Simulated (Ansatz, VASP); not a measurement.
SnTe: VASP beside Ansatz

```
CELL_PARAMETERS angstrom
0.00000 2.99867 3.31433
2.99867 0.00000 3.31433
2.99867 2.99867 0.00000
ATOMIC_POSITIONS crystal
Sn 0.00000 0.00000 0.00000
Te 0.50000 0.50000 0.50000
```

Change from the starting cell: strain -0.050 along x and y, +0.050 along z, atoms carried along.

Alike in both runs: task single point; functional PBEsol; k mesh 10 × 10 × 10; occupations gaussian, width 0.03 eV; no spin polarisation.

|  | VASP | Ansatz |
| --- | --- | --- |
| version | VASP 6.6.1 | Ansatz 0.2.0 |
| potentials or method | VASP PAW PBE potentials, release 64 (Sn_d, Te), cutoff 500 eV | scalar-relativistic, plane waves, PAW |
| valence electrons in the cell | 20 | 30 |

|  | VASP | Ansatz | Ansatz less VASP |
| --- | --- | --- | --- |
| gap on the k mesh at the Fermi level (eV) | none | none | - |
| pressure (GPa) | 3.4 | 3.4 | 0.00 |
| traceless stress, the component that is largest in VASP (GPa) | -8.45 | -8.42 | +0.025 |

VASP's potentials were made for PBE, not for PBEsol. A gap of «none» marks a metal or a gap that the smearing closes. The functional is the same, so the differences come from potentials, cutoffs and numerics. VASP's potentials hold 20 valence electrons a cell and Ansatz's 30, so a difference there can come from the potentials and not from the codes.

Spin-orbit coupling is off throughout.
